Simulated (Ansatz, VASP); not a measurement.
# ZnCu4 in VASP and in Ansatz

```xyz
5
Lattice="2.5665 0.0000 0.0000 0.0000 2.5665 0.0000 0.0000 0.0000 23.2592" Properties=species:S:1:pos:R:3 pbc="T T T"
Cu    0.0000    0.0000    8.0559
Cu    1.2833    1.2833    9.8093
Cu    1.2833    1.2833   13.4499
Cu    0.0000    0.0000   15.2033
Zn    0.0000    0.0000   11.6296
```

Alike in both runs: task single point; functional PBE; k mesh 14 × 14 × 1; occupations fermi-dirac, width 0.1 eV; no spin polarisation.

|  | VASP | Ansatz |
| --- | --- | --- |
| version | VASP 6.6.1 | Ansatz 0.2.0 |
| potentials or method | VASP PAW PBE potentials, release 64 (Cu, Zn), cutoff 520 eV | all-electron LAPW, scalar-relativistic |

```tsv
	VASP	Ansatz	Ansatz less VASP
rms of the force components (eV/Å)	0.113	0.107	-0.0064
```

Ansatz ran all-electron here, and VASP with PAW potentials.
